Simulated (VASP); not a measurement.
# Rb2BaS2: single point with PBE

Rb2BaS2:

```
Rb Ba S
1.0
     4.93751    0.00000    0.00000
    -2.46876    4.27601    0.00000
     0.00000    0.00000    8.62440
Rb Ba S
2 1 2
Direct
  0.66667 0.33333 0.36042
  0.33333 0.66667 0.63958
  0.00000 0.00000 0.00000
  0.66667 0.33333 0.80207
  0.33333 0.66667 0.19793
```

```
Program                : VASP 6.6.1
Task                   : single point
Functional             : PBE
Potentials or basis    : VASP PAW PBE potentials, release 64 (Rb_sv, Ba_sv, S)
Cutoff                 : 520 eV
k mesh                 : 6 × 6 × 4
Occupations            : gaussian, width 0.02 eV
Spin                   : no spin polarisation
Dipole correction      : no
Further INCAR settings : ALGO = Normal; EDIFF = 1e-07; NBANDS = 28
```

```yaml
Pressure: 0.2 GPa
Largest_force: 0.037 eV/Å
Band_gap_on_the_k_mesh: 2.28 eV, indirect (least direct gap 2.43 eV)
```

Forces on the atoms (eV/Å):
```
Rb   0.000  0.000  0.014
Rb   0.000  0.000 -0.014
Ba   0.000  0.000  0.000
S    0.000  0.000 -0.037
S    0.000  0.000  0.037
```

Levels at points of the mesh, in eV from the valence-band top:
| k point | band 17 | band 18 | band 19 | band 20 | band 21 | band 22 | band 23 | band 24 |
| --- | --- | --- | --- | --- | --- | --- | --- | --- |
| (0.00, 0.00, 0.00) | -0.69 | -0.20 | -0.14 | -0.14 | 2.28 | 4.04 | 4.04 | 4.65 |
| (0.50, 0.00, 0.00) | -0.47 | -0.34 | -0.27 | -0.12 | 2.93 | 3.85 | 4.97 | 5.29 |
| (0.00, 0.00, 0.50) | -0.74 | -0.48 | -0.06 | -0.06 | 3.19 | 3.75 | 4.25 | 4.25 |
| (0.50, 0.00, 0.50) | -0.46 | -0.27 | -0.20 | -0.16 | 3.33 | 3.55 | 4.91 | 5.35 |

Wall time 2.6 min on 1 thread of Intel(R) Xeon(R) Platinum 8488C (Sapphire Rapids) (shared host), peak memory 0.37 GiB.

Caveat: spin-orbit coupling is left out, which moves the levels of the heavy elements. A k mesh can miss the band edges.
